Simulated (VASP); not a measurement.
Here is a VASP 6.6.1 calculation.

File INCAR:

```
SYSTEM = K
PREC = Accurate
ENCUT = 520
EDIFF = 1E-6
ISMEAR = 0
SIGMA = 0.1
LREAL = .False.
LASPH = .True.
NELM = 100
ALGO = Normal
ISIF = 2
LWAVE = .False.
LCHARG = .False.
GGA = PE
NBANDS = 16
```

File KPOINTS:

```
regular mesh
0
Gamma
  4 4 4
  0 0 0
```

File POSCAR:

```
K
1.0
    0.0000000000      4.4383479313      4.4383479313
    4.4383479313      0.0000000000      4.4383479313
    4.4383479313      4.4383479313      0.0000000000
K
2
Direct
    0.5000000000      0.5000000000      0.5000000000
    0.7500000000      0.7500000000      0.7500000000
```

Potentials or basis: VASP PAW PBE potentials, release 64 (K_sv).

Launch:

```bash
$ cat potpaw_PBE.64/K_sv/POTCAR > POTCAR
$ mpirun -np 1 vasp_std > vasp.out
```

Q: Predict the pressure.

A: 0.4 GPa.

Q: Predict the band gap on the k mesh.

A: Zero (band 9 reaches 0.01 eV, above the bottom of band 10 at -0.61 eV).
